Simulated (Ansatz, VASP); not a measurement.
## Zr: VASP beside Ansatz

INCAR

```
PREC = Accurate
ENCUT = 520
EDIFF = 1E-7
ISMEAR = -1
SIGMA = 0.03
LREAL = False
LASPH = True
NELM = 60
ALGO = Normal
ISIF = 2
LWAVE = False
LCHARG = False
GGA = PE
NBANDS = 12
```

File KPOINTS:

```
Automatic mesh
0
Gamma
  16 16 16
```

Contents of POSCAR:

```
Zr
1.0
   -1.8281000000      1.8281000000      1.8100000000
    1.8281000000     -1.8281000000      1.8100000000
    1.7919000000      1.7919000000     -1.8100000000
Zr
1
Direct
    0.0000000000      0.0000000000      0.0000000000
```

Input for Ansatz:

```yaml
crystal:
  lattice:
    - [-1.8281, 1.8281, 1.81]
    - [1.8281, -1.8281, 1.81]
    - [1.7919, 1.7919, -1.81]
  atoms:
    - { symbol: Zr, position: [0.0, 0.0, 0.0] }
kpoints:
  mp_grid: { grid: [16, 16, 16] }
scf:
  occupations: { method: fermi_dirac, width: 0.03 }
hamiltonian:
  xc: pbe
  pseudopotentials: { kind: all_electron, lapw: { basis_error: 0.0005 } }
output:
  forces: true
  stress: true
  eigenvalues: true
```

Change from the starting cell: xy shear strain of -2 %.

Alike in both runs: task single point; functional PBE; k mesh 16 × 16 × 16; occupations fermi-dirac, width 0.03 eV; no spin polarisation.

|  | VASP | Ansatz |
| --- | --- | --- |
| version | VASP 6.6.1 | Ansatz 0.2.0 |
| potentials or method | VASP PAW PBE potentials, release 64 (Zr_sv), cutoff 520 eV | all-electron LAPW, scalar-relativistic |

|  | VASP | Ansatz | Ansatz less VASP |
| --- | --- | --- | --- |
| pressure (GPa) | -3.1 | -3.1 | -0.01 |
| traceless stress, the component that is largest in VASP (GPa) | 0.56 | 0.56 | -0.003 |

Ansatz ran all-electron here, and VASP with PAW potentials.
